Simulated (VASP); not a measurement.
Input of a VASP 6.6.1 run:

The input INCAR:

```
  PREC = Accurate
  ENCUT = 650
  EDIFF = 1E-7
  ISMEAR = -1
  SIGMA = 0.01
  LREAL = Auto
  LASPH = T
  NELM = 120
  ALGO = Normal
  ISIF = 2
  LWAVE = F
  LCHARG = F
  GGA = PE
  IBRION = 2
  NSW = 90
  EDIFFG = -0.02
  NELECT = 178.0
  GGA_COMPAT = F
  NELMIN = 4
  ISYM = -1
```

File KPOINTS:

```
explicit points
1
Reciprocal
  0.25000000   0.25000000   0.25000000 1
```

The input POSCAR:

```
LiHf8O16
1.0
   -0.8929106200      5.2124939800      5.2775973300
    4.2687115500      0.0000000000      5.2725637200
    5.1616221700      5.2124939800     -0.0050336100
Hf O Li
8 16 1
Direct
    0.4461184600      0.2593138700      0.0158945900
    0.9448699700      0.7635013000      0.5122445000
    0.0121652900      0.7811790400      0.9361687000
    0.5122445000      0.2793842300      0.4448699700
    0.0529650800      0.2380174500      0.4876708500
    0.5551300300      0.7364987000      0.9877555000
    0.4866774500      0.7191387400      0.5556101900
    0.9877555000      0.2206157700      0.0551300300
    0.1351439000      0.8415200700      0.6076472400
    0.6351439000      0.3415200700      0.1076472400
    0.1083221600      0.4154251700      0.1335983600
    0.6045630700      0.9170457100      0.6383107200
    0.3648561000      0.6584799300      0.8923527600
    0.8648561000      0.1584799300      0.3923527600
    0.3921789300      0.0853165300      0.3686977600
    0.9016430200      0.5802860300      0.8610592000
    0.3049605300      0.0434466800      0.0237112600
    0.7985620700      0.5312739900      0.5480115800
    0.0484302500      0.1216367100      0.8009344600
    0.5237112600      0.6278815400      0.3049605300
    0.1950394700      0.4565533200      0.4762887400
    0.7016359100      0.9702625200      0.9517123300
    0.4467383100      0.3811042500      0.7023312400
    0.9762887400      0.8721184600      0.1950394700
    0.2160630000      0.8171320000      0.3135730000
```

Potentials or basis: VASP PAW PBE potentials, release 64 (Hf_pv, O, Li_sv).

The run is started by

```sh
$ cat potpaw_PBE.64/Hf_pv/POTCAR potpaw_PBE.64/O/POTCAR potpaw_PBE.64/Li_sv/POTCAR > POTCAR
$ mpirun -np 1 vasp_std > vasp.out
```

(1) Predict the energy gained by relaxing.

Answers

(1) 60.4 meV/atom.

Caveat: the cell carries a net charge on a neutralising background, which shifts energy and pressure.
